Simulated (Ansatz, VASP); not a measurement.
# C in VASP and in Ansatz

```xyz
10
Lattice="-2.1294 -1.2294 0.0089 1.3950 0.0000 -3.6324 3.6837 -9.6305 2.4024" Properties=species:S:1:pos:R:3 pbc="T T T"
C    -1.2091   -1.5983   -0.3575
C     0.9203   -2.8277   -0.3663
C     3.0497   -4.0571   -0.3752
C     3.0497   -6.5160   -0.3752
C     5.1791   -7.7454   -0.3841
C     3.0743   -8.9749    3.2510
C     0.2105   -1.5983   -0.3637
C     0.2105   -4.0571   -0.3637
C     2.3399   -5.2866   -0.3725
C     4.4693   -6.5160   -0.3814
```

Alike in both runs: task single point; functional PBEsol; k mesh 11 × 7 × 3; occupations gaussian, width 0.05 eV; no spin polarisation.

|  | VASP | Ansatz |
| --- | --- | --- |
| version | VASP 6.6.1 | Ansatz 0.2.0 |
| potentials or method | VASP PAW PBE potentials, release 64 (C), cutoff 520 eV | scalar-relativistic, plane waves, PAW |
| valence electrons in the cell | 40 | 40 |

```csv
,VASP,Ansatz,Ansatz less VASP
gap on the k mesh at the Fermi level (eV),0.14,0.14,-0.003
least direct gap on the mesh (eV),0.35,0.34,-0.001
pressure (GPa),-2.8,-3.4,-0.59
"traceless stress, the component that is largest in VASP (GPa)",8.39,8.09,-0.296
rms of the force components (eV/Å),0.775,0.774,-0.0006
```

VASP's potentials were made for PBE, not for PBEsol. Atom by atom the forces differ by 0.015 eV/Å (rms over components).
